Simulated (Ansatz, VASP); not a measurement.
# Two plane-wave programs on SrAgO3

File INCAR:

```
SYSTEM = SrAgO3
ALGO = Normal ; EDIFF = 1E-7
ENCUT = 520 ; ISIF = 2
ISMEAR = -1 ; LASPH = .True.
LCHARG = .False. ; LREAL = .False.
LWAVE = .False. ; NBANDS = 28
NELM = 100 ; PREC = Accurate
SIGMA = 0.15
```

Contents of KPOINTS:

```
k-points
0
Gamma
  6 6 6
  0 0 0
```

The input POSCAR:

```
SrAgO3
1.0
    4.0405693187      0.0000000000      0.0000000000
    0.0000000000      4.0405693187      0.0000000000
    0.0000000000      0.0000000000      4.0405693187
Sr Ag O
1 1 3
Direct
    0.0000000000      0.0000000000      0.0000000000
    0.5000000000      0.5000000000      0.5000000000
    0.5000000000      0.5000000000      0.0000000000
    0.5000000000      0.0000000000      0.5000000000
    0.0000000000      0.5000000000      0.5000000000
```

Input for Ansatz:

```yaml
crystal:
  lattice:
    - [4.040569318738283, 0.0, 0.0]
    - [0.0, 4.040569318738283, 0.0]
    - [0.0, 0.0, 4.040569318738283]
  atoms:
    - { symbol: Sr, position: [0.0, 0.0, 0.0] }
    - { symbol: Ag, position: [0.5, 0.5, 0.5] }
    - { symbol: O, position: [0.5, 0.5, 0.0] }
    - { symbol: O, position: [0.5, 0.0, 0.5] }
    - { symbol: O, position: [0.0, 0.5, 0.5] }
basis:
  ecutwfc: 500.0
kpoints:
  mp_grid:
    grid: [6, 6, 6]
hamiltonian:
  xc: lda
  pseudopotentials:
    kind: paw
scf:
  convergence:
    dr2_threshold: 1.0e-09
  occupations:
    method: fermi_dirac
    width: 0.15
output:
  stress: true
```

Alike in both runs: task single point; functional LDA; k mesh 6 × 6 × 6; occupations fermi-dirac, width 0.15 eV; no spin polarisation.

|  | VASP | Ansatz |
| --- | --- | --- |
| version | VASP 6.6.1 | Ansatz 0.2.0 |
| potentials or method | VASP PAW LDA potentials, release 64 (Sr_sv, Ag, O), cutoff 520 eV | plane waves, PAW |
| valence electrons in the cell | 39 | 47 |

Ansatz gave:

| Item | Value |
| --- | --- |
| pressure (GPa) | -6.6 |

**Question.** Estimate VASP's values.

**Answer.** Pressure (GPa): -6.1.

LDA's correlation is that of Perdew and Zunger in VASP and of Perdew and Wang (1992) in Ansatz. VASP's potentials hold 39 valence electrons a cell and Ansatz's 47, so a difference there can come from the potentials and not from the codes. Ansatz's warnings: stress scf threshold loose.
